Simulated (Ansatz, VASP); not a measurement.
**Two plane-wave programs on AgI**

```
CELL_PARAMETERS angstrom
4.68554 0.00000 0.00000
-2.34277 4.05780 0.00000
0.00000 0.00000 7.66431
ATOMIC_POSITIONS crystal
Ag 0.66667 0.33333 0.62765
Ag 0.33333 0.66667 0.12765
I 0.66667 0.33333 0.00235
I 0.33333 0.66667 0.50235
```

Alike in both runs: functional PBE; k mesh 9 × 9 × 4; occupations gaussian, width 0.02 eV; no spin polarisation.

Ansatz relaxed the structure, and its values are those at the end. VASP's run is a single point on that final structure, the one shown.

|  | VASP | Ansatz |
| --- | --- | --- |
| version | VASP 6.6.1 | Ansatz 0.2.0 |
| potentials or method | VASP PAW PBE potentials, release 64 (Ag, I), cutoff 500 eV | scalar-relativistic, plane waves, PAW |
| valence electrons in the cell | 36 | 72 |

|  | VASP | Ansatz | Ansatz less VASP |
| --- | --- | --- | --- |
| gap on the k mesh at the Fermi level (eV) | 1.37 | 1.37 | -0.002 |
| least direct gap on the mesh (eV) | 1.37 | 1.37 | -0.002 |
| pressure (GPa) | -0.1 | 0.0 | +0.06 |

VASP's potentials hold 36 valence electrons a cell and Ansatz's 72, so a difference there can come from the potentials and not from the codes.

Spin-orbit coupling is off throughout.
